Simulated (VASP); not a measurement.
# HW16O in VASP: single point with PBE

Aim: the single point of HW16O with PBE.

Everything below comes from runs of VASP 6.6.1. Logs are shortened: lines on timing, memory, paths and dates and some standing lists are left out, and cuts for length are marked.

## 1. The cell of the first run

The cell holds a slab with vacuum, 18 atoms: a = 6.320 Å, b = 6.320 Å, c = 16.740 Å, α = 90.00°, β = 90.00°, γ = 90.00°.

## 2. Single point, PBE

INCAR

```
SYSTEM = HW16O
PREC = Accurate
ENCUT = 520
EDIFF = 1E-6
ISMEAR = -1
SIGMA = 0.05
LREAL = Auto
LASPH = .True.
NELM = 100
ALGO = Normal
ISIF = 2
LWAVE = .False.
LCHARG = .True.
GGA = PE
LELF = .True.
LVHAR = .True.
NBANDS = 130
```

KPOINTS

```
Automatic mesh
0
Gamma
  3 3 1
  0 0 0
```

POSCAR

```
HW16O
1.0
    6.3200000000      0.0000000000      0.0000000000
    0.0000000000      6.3200000000      0.0000000000
    0.0000000000      0.0000000000     16.7400000000
W O H
16 1 1
Direct
    0.2500000000      0.2500000000      0.0597372000
    0.7500000000      0.2500000000      0.0597372000
    0.2500000000      0.7500000000      0.0597372000
    0.7500000000      0.7500000000      0.0597372000
   -0.0010889243      0.0030579096      0.1449339787
    0.5012688189     -0.0031364650      0.1448899230
    0.0008823446      0.4994352980      0.1433146763
    0.4984271523      0.5003982671      0.1433296740
    0.2583077254      0.2427488861      0.2455445736
    0.7480647206      0.2529625734      0.2435998576
    0.2413901418      0.7556546534      0.2449087254
    0.7517087692      0.7475279817      0.2439702513
   -0.0322743484      0.0240624741      0.3378077521
    0.5379093800     -0.0224433572      0.3383107484
    0.0260043634      0.4704199110      0.3300957176
    0.4717491849      0.5313233311      0.3305037940
    0.7527410404      0.9981223698      0.4366391905
    0.7430023993      1.1211503205      0.4711642217
```

Potentials or basis: VASP PAW PBE potentials, release 64 (W_sv, O, H).

Run with:

```sh
$ cat potpaw_PBE.64/W_sv/POTCAR potpaw_PBE.64/O/POTCAR potpaw_PBE.64/H/POTCAR > POTCAR
$ mpirun -np 1 vasp_std > vasp.out
```

OUTCAR:

```text
SYSTEM = HW16O
   PREC = Accurate
   ENCUT = 520
   EDIFF = 1E-6
   ISMEAR = -1
   LREAL = Auto
   LASPH = .True.
   NELM = 100
   ISIF = 2
   GGA = PE

 ion  position               nearest neighbor table
   1  0.250  0.250  0.060-   7 2.63   8 2.63   5 2.64   6 2.67   9 3.11   3 3.16   2 3.16   3 3.16
                             2 3.16
   2  0.750  0.250  0.060-   5 2.64   7 2.64   8 2.64   6 2.66  10 3.08   4 3.16   1 3.16   4 3.16
                             1 3.16
   3  0.250  0.750  0.060-   8 2.63   7 2.64   6 2.64   5 2.67  11 3.10   4 3.16   1 3.16   1 3.16
                             4 3.16
   4  0.750  0.750  0.060-   6 2.63   8 2.64   7 2.64   5 2.66  12 3.08   3 3.16   2 3.16   2 3.16
                             3 3.16
   5  0.999  0.003  0.145-   2 2.64   1 2.64   4 2.66   3 2.67  11 2.76  10 2.78  12 2.79   9 2.80
                             7 3.14   6 3.15   6 3.18   7 3.18  13 3.24
   6  0.501  0.997  0.145-   4 2.63   3 2.64   2 2.66   1 2.67   9 2.76  12 2.78  10 2.79  11 2.80
                             8 3.14   5 3.15   5 3.18   8 3.18  14 3.25
   7  0.001  0.499  0.143-   1 2.63   3 2.64   2 2.64   4 2.64  12 2.79  10 2.79  11 2.80   9 2.86
                            15 3.14   5 3.14   8 3.14   8 3.18   5 3.18
   8  0.498  0.500  0.143-   3 2.63   1 2.63   4 2.64   2 2.64  10 2.78  12 2.80   9 2.81  11 2.85
                             6 3.14  16 3.14   7 3.14   7 3.18   6 3.18
   9  0.258  0.243  0.246-  15 2.50  16 2.68   6 2.76  13 2.77   5 2.80   8 2.81   7 2.86  14 2.89
                            11 3.08  10 3.10   1 3.11  10 3.23  11 3.24
  10  0.748  0.253  0.244-  13 2.55  15 2.66  14 2.70   5 2.78   8 2.78   6 2.79   7 2.79  16 2.87
                             2 3.08   9 3.10  12 3.13  12 3.19   9 3.23
  11  0.241  0.756  0.245-  16 2.49  15 2.67   5 2.76   6 2.80   7 2.80  14 2.81   8 2.85  13 2.88
                             9 3.08  12 3.10   3 3.10  12 3.23   9 3.24
  12  0.752  0.748  0.244-  14 2.54  16 2.66  13 2.72   6 2.78   7 2.79   5 2.79   8 2.80  15 2.85
                             4 3.08  11 3.10  10 3.13  10 3.19  11 3.23
  13  0.968  0.024  0.338-  17 2.15  10 2.55  12 2.72  14 2.73   9 2.77  15 2.85  11 2.88   5 3.24

  14  0.538  0.978  0.338-  17 2.14  12 2.54  10 2.70  13 2.73  11 2.81  16 2.85   9 2.89   6 3.25

  15  0.026  0.470  0.330-   9 2.50  10 2.66  11 2.67  16 2.84  13 2.85  12 2.85   7 3.14
  16  0.472  0.531  0.331-  11 2.49  12 2.66   9 2.68  15 2.84  14 2.85  10 2.87   8 3.14
  17  0.753  0.998  0.437-  18 0.97  14 2.14  13 2.15
  18  0.743  0.121  0.471-  17 0.97

  LATTYP: Found a simple tetragonal cell.
 ALAT       =     6.3200000000
 C/A-ratio  =     2.6487341772

  Lattice vectors:

 A1 = (   6.3200000000,   0.0000000000,   0.0000000000)
 A2 = (   0.0000000000,   6.3200000000,   0.0000000000)
 A3 = (   0.0000000000,   0.0000000000,  16.7400000000)

Analysis of symmetry for initial positions (statically):
[... 148 lines left out ...]
   NELECT =     231.0000    total number of electrons
   NUPDOWN=      -1.0000    fix difference up-down
   EMIN   =  10.00;   EMAX   =-10.00  energy-range for DOS
   EFERMI =   0.00;   METHOD = LEGACY
   ISMEAR =    -1;   SIGMA  =   0.05  broadening in eV -4-tet -1-fermi 0-gaus
   EFERMI_NEDOS =   21; number of points for ismear=-14 and -15
   IALGO  =     38    algorithm
   IMIX   =      4    mixing-type and parameters
     AMIX     =   0.40;   BMIX     =  1.00
     AMIX_MAG =   1.60;   BMIX_MAG =  1.00
  volume/ion in A,a.u.               =      37.15       250.68
  Fermi-wavevector in a.u.,A,eV,Ry     =   1.148724  2.170773 17.953791  1.319566
  Thomas-Fermi vector in A             =   2.285397
   LORBIT       =      0    0 simple, 1 ext, 2 COOP (PROOUT), +10 PAW based schemes
   GGA     = PE    functional components
   LHFCALC =     F    Hartree Fock is set to
   AEXX    =    0.0000 exact exchange contribution
   IVDW    =     0    specifies the selected vdW correction
   LEPSILON=     F    determine dielectric tensor
   LRPA    =     F    only Hartree local field effects (RPA)
 non-spin polarized calculation
  energy-cutoff  :      520.00
  volume of cell :      668.64
 maximum number of plane-waves:     18083
   NGX = 23   NGY = 23   NGZ = 63

 number of electron     230.9999997 magnetization

 Free energy of the ion-electron system (eV)
  ---------------------------------------------------
  ext. energy  EPLUGINS =         0.00000000
  ---------------------------------------------------
  free energy    TOTEN  =      -199.76643295 eV

  energy without entropy =     -199.64507441  energy(sigma->0) =     -199.70575368

 E-fermi :   2.0611     XC(G=0):  -6.6872

 val. band max:        2.0505162922   @ k =   0.3333   0.0000   0.0000
 cond. band min:       2.0805051067   @ k =   0.0000   0.3333   0.0000
 fundamental gap:      0.0299888145
 Fermi energy:         2.0611169621

 k-point     1 :       0.0000    0.0000    0.0000
  band No.  band energies     occupation
      1     -72.0256      2.00000
      2     -71.9785      2.00000
      3     -71.8412      2.00000
      4     -71.7840      2.00000
      5     -71.7812      2.00000
      6     -71.7639      2.00000
[... 639 lines left out ...]
    126       3.4450      0.00000
    127       3.5656      0.00000
 [bands above 127 left out]

------------------------ aborting loop because EDIFF is reached ----------------------------------------

  FORCE on cell =-STRESS in cart. coord.  units (eV):
  Direction    XX          YY          ZZ          XY          YZ          ZX
  --------------------------------------------------------------------------------------
  -------------------------------------------------------------------------------------
  Total       -7.3796018     -9.2394314      0.6874871      0.1409361      0.1171992     -0.0150250
  in kB      -17.6829166    -22.1394188      1.6473486      0.3377094      0.2808314     -0.0360026
  external PRESSURE =     -12.7249956 kB  Pullay stress =       0.0000000 kB

 VOLUME and BASIS-vectors are now :
 -----------------------------------------------------------------------------
  energy-cutoff  :      520.00
  volume of cell :      668.64
      direct lattice vectors                 reciprocal lattice vectors
     6.320000000  0.000000000  0.000000000     0.158227848  0.000000000  0.000000000
     0.000000000  6.320000000  0.000000000     0.000000000  0.158227848  0.000000000
     0.000000000  0.000000000 16.740000000     0.000000000  0.000000000  0.059737157

 POSITION                                       TOTAL-FORCE (eV/Angst)
 -----------------------------------------------------------------------------------
      1.58000      1.58000      1.00000         0.183107     -0.177743     -0.034411
      4.74000      1.58000      1.00000        -0.130454      0.154717     -0.038956
      1.58000      4.74000      1.00000        -0.164283      0.173742     -0.050679
      4.74000      4.74000      1.00000         0.105892     -0.155791     -0.072017
      6.31312      0.01933      2.42619        -0.003879     -0.005561      0.016762
      3.16802      6.30018      2.42546        -0.002211      0.005146      0.023861
[... 10 lines left out ...]
      4.75732      6.30813      7.30934         0.013947     -0.039804     -0.011315
      4.69578      0.76567      7.88729        -0.010199      0.059606      0.090481
 -----------------------------------------------------------------------------------
    total drift:                                0.000442     -0.000721     -0.003271

  FREE ENERGIE OF THE ION-ELECTRON SYSTEM (eV)
  ---------------------------------------------------
  free  energy   TOTEN  =      -199.7664329479 eV

  energy  without entropy=     -199.6450744138  energy(sigma->0) =     -199.70575368
```

It took 12 min on 1 thread of Intel Xeon Platinum 8488C (Sapphire Rapids), shared host; peak memory 0.76 GiB.

What came out:

```
Free energy            : -199.7664 eV
Largest force          : 0.257 eV/Å
Band gap on the k mesh : zero (an odd number of electrons rules out a gap without spin polarisation)
```

Forces on the atoms (eV/Å):
```
W    0.183 -0.178 -0.034
W   -0.130  0.155 -0.039
W   -0.164  0.174 -0.051
W    0.106 -0.156 -0.072
W   -0.004 -0.006  0.017
W   -0.002  0.005  0.024
W    0.009  0.002  0.016
W    0.006  0.007  0.027
W    0.018 -0.037 -0.018
W   -0.025  0.005 -0.014
W   -0.007  0.031 -0.018
W    0.022 -0.030 -0.022
W    0.051 -0.019 -0.004
W   -0.080  0.019  0.005
W   -0.011  0.032  0.061
W    0.027 -0.024  0.042
O    0.014 -0.040 -0.011
H   -0.010  0.060  0.090
```

Levels at points of the mesh, in eV from the Fermi level:
```tsv
k point	band 111	band 112	band 113	band 114	band 115	band 116	band 117	band 118	band 119	band 120
(0.00, 0.00, 0.00)	-0.39	-0.34	-0.22	-0.19	-0.03	0.20	0.41	0.53	0.70	0.93
```

Caveat: spin-orbit coupling is left out, which moves the levels of the heavy elements; an odd number of electrons without spin polarisation forces a metal; a magnetic or distorted state may lie lower.
